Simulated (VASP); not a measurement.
Runs of VASP 6.6.1 on GaN. It takes space group F-43m (No. 216, cubic). The conventional cell has a = 4.507 Å, b = 4.507 Å, c = 4.507 Å, α = 90.00°, β = 90.00°, γ = 90.00°. Within 2.6 Å of Ga (site symmetry -43m) lie 4 N at 1.95 Å. Within 2.6 Å of N (site symmetry -43m) lie 4 Ga at 1.95 Å. 

```tsv
task	level	potentials or basis	spin	k mesh	smearing	grid for exact exchange (PRECFOCK)	share of exact exchange	screening parameter	gap on the mesh (eV)	pressure (GPa)
single point	HF	VASP PAW PBE potentials, release 64 (Ga_d, N)	off	5 × 5 × 5	fermi-dirac 0.05 eV	Normal	1	-	10.65	0.2
single point	PBE-based screened hybrid with 25 % exact exchange	VASP PAW PBE potentials, release 64 (Ga_d, N)	off	5 × 5 × 5	fermi-dirac 0.05 eV	Normal	0.25	0.2 1/Å	3.01	-1.4
dielectric tensor	LDA	VASP PAW LDA potentials, release 64 (Ga_d, N)	off	10 × 10 × 10	gaussian 0.01 eV	-	-	-	(b)	-
single point	BHLYP	VASP PAW PBE potentials, release 64 (Ga_d, N)	off	6 × 6 × 6	fermi-dirac 0.05 eV	Normal	0.5	-	5.94	-0.8
single point	r2SCAN+rVV10	VASP PAW PBE potentials, release 64 (Ga_d, N)	off	10 × 10 × 10	fermi-dirac 0.05 eV	-	-	-	2.09	-1.2
single point	r2SCANh	VASP PAW PBE potentials, release 64 (Ga_d, N)	off	5 × 5 × 5	fermi-dirac 0.05 eV	Normal	0.1	-	(a)	-1.7
single point	PBE	VASP PAW PBE potentials, release 64 (Ga_d, N)	non-collinear, zero start, SOC	10 × 10 × 10	fermi-dirac 0.05 eV	-	-	-	-	5.0
```

Alike in all rows: cell as given.

Problem. Estimate the missing entries.

Solution. (a) 2.86; (b) 1.75.

Caveats: some runs use coarse meshes; the PAW data sets were made with another functional, which shifts forces and pressure a little (at least some runs); the cell stands under pressure (at least some runs).

A k mesh can miss the band edges, and rows without SOC leave out spin-orbit coupling on Ga.
